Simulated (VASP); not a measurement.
Write the native input for VASP 6.6.1 that does the following.

```yaml
Task: single point
Functional: PBE-based screened hybrid with 5 % exact exchange
Potentials_or_basis: VASP PAW PBE potentials, release 64 (K_sv, Br)
Cutoff: 520 eV
k_mesh: 4 × 4 × 4
Occupations: gaussian, width 0.01 eV
Spin: no spin polarisation
Dipole_correction: no
Grid_for_exact_exchange_PRECFOCK: Normal
Share_of_exact_exchange: 0.05
Further_INCAR_settings: ALGO = Normal; EDIFF = 1e-07; NBANDS = 15
Screening_parameter: 0.5 1/Å
```

The system is KBr.

```
CELL_PARAMETERS angstrom
0.00000 3.30225 3.30225
3.30225 0.00000 3.30225
3.30225 3.30225 0.00000
ATOMIC_POSITIONS crystal
K 0.00000 0.00000 0.00000
Br 0.50000 0.50000 0.50000
```

One way to write it, as run:

POSCAR

```
KBr
1.0
    0.0000000000      3.3022478341      3.3022478341
    3.3022478341      0.0000000000      3.3022478341
    3.3022478341      3.3022478341      0.0000000000
K Br
1 1
Direct
    0.0000000000      0.0000000000      0.0000000000
    0.5000000000      0.5000000000      0.5000000000
```

INCAR.step1

```
SYSTEM = KBr
ALGO     = Normal         ! electronic algorithm
EDIFF    = 1E-5           ! SCF threshold, eV
ENCUT    = 520            ! plane-wave cutoff, eV
GGA      = PE             ! functional
ISIF     = 2              ! what is computed and relaxed
ISMEAR   = 0              ! smearing method
LASPH    = .True.         ! aspherical terms in the spheres
LCHARG   = .False.        ! write CHGCAR
LREAL    = .False.        ! projectors in reciprocal space
LWAVE    = .True.         ! write WAVECAR
NBANDS   = 15             ! bands
NELM     = 60             ! most SCF steps
PREC     = Accurate       ! precision mode
SIGMA    = 0.01           ! smearing width, eV
```

INCAR.step2

```
SYSTEM = KBr
AEXX     = 0.05           ! exact-exchange fraction
ALGO     = Normal         ! electronic algorithm
EDIFF    = 1E-7           ! SCF threshold, eV
ENCUT    = 520            ! plane-wave cutoff, eV
GGA      = PE             ! functional
HFSCREEN = 0.5            ! screening, 1/A
ISIF     = 2              ! what is computed and relaxed
ISMEAR   = 0              ! smearing method
ISTART   = 1            
LASPH    = .True.         ! aspherical terms in the spheres
LCHARG   = .False.        ! write CHGCAR
LHFCALC  = .True.         ! exact exchange
LREAL    = .False.        ! projectors in reciprocal space
LWAVE    = .False.        ! write WAVECAR
NBANDS   = 15             ! bands
NELM     = 60             ! most SCF steps
PREC     = Accurate       ! precision mode
PRECFOCK = Normal       
SIGMA    = 0.01           ! smearing width, eV
```

KPOINTS

```
k-points
0
Gamma
  4 4 4
  0 0 0
```

Potentials or basis: VASP PAW PBE potentials, release 64 (K_sv, Br).

The run is started by

```console
$ cat potpaw_PBE.64/K_sv/POTCAR potpaw_PBE.64/Br/POTCAR > POTCAR
$ cp INCAR.step1 INCAR
$ mpirun -np 1 vasp_std > vasp.out
$ cp INCAR.step2 INCAR
$ mpirun -np 1 vasp_std > vasp.out
```

Results of the run:

- Pressure: 0.7 GPa
- Band gap on the k mesh: 4.55 eV

Caveat: the PAW data sets were made with another functional, which shifts forces and pressure a little.

Wall time 12 min on 1 thread of Intel Xeon 8259CL, on a shared host, peak memory 0.32 GiB.
